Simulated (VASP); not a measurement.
Here is a VASP 6.6.1 calculation.

INCAR

```
SYSTEM = Al2H
PREC = Accurate
ENCUT = 520
EDIFF = 1E-6
ISMEAR = 0
SIGMA = 0.1
LREAL = .False.
LASPH = .True.
NELM = 100
ALGO = Normal
ISIF = 2
LWAVE = .False.
LCHARG = .True.
GGA = PE
LELF = .True.
LVHAR = .True.
NBANDS = 16
```

The input KPOINTS:

```
regular mesh
0
Gamma
  14 8 8
  0 0 0
```

Contents of POSCAR:

```
Al2H
1.0
    2.7812548919      0.0000000000      0.0000000000
    0.0000000000      4.8407073782      0.0000000000
    0.0000000000      0.0000000000      5.7133741465
Al H
4 2
Direct
    0.5000000000      0.0000000000      0.4268789925
    0.5000000000      0.5000000000      0.0367069938
    0.0000000000      0.0000000000      0.9632930062
    0.0000000000      0.5000000000      0.5731210075
    0.5000000000      0.0000000000      0.7507879349
    0.0000000000      0.5000000000      0.2492120651
```

Potentials or basis: VASP PAW PBE potentials, release 64 (Al, H).

Run with:

```bash
$ cat potpaw_PBE.64/Al/POTCAR potpaw_PBE.64/H/POTCAR > POTCAR
$ mpirun -np 1 vasp_std > vasp.out
```

Task: What does it give for the largest force?

Result: 0.009 eV/Å.

Task: Predict the pressure.

Result: -0.1 GPa.

Task: Estimate the band gap on the k mesh.

Result: Zero (bands 7 and 8 overlap by 4.96 eV).

Forces in eV/Å, atoms in the order of the input:
```
Al   0.000  0.000 -0.004
Al   0.000  0.000  0.006
Al   0.000  0.000 -0.006
Al   0.000  0.000  0.004
H    0.000  0.000  0.009
H    0.000  0.000 -0.009
```
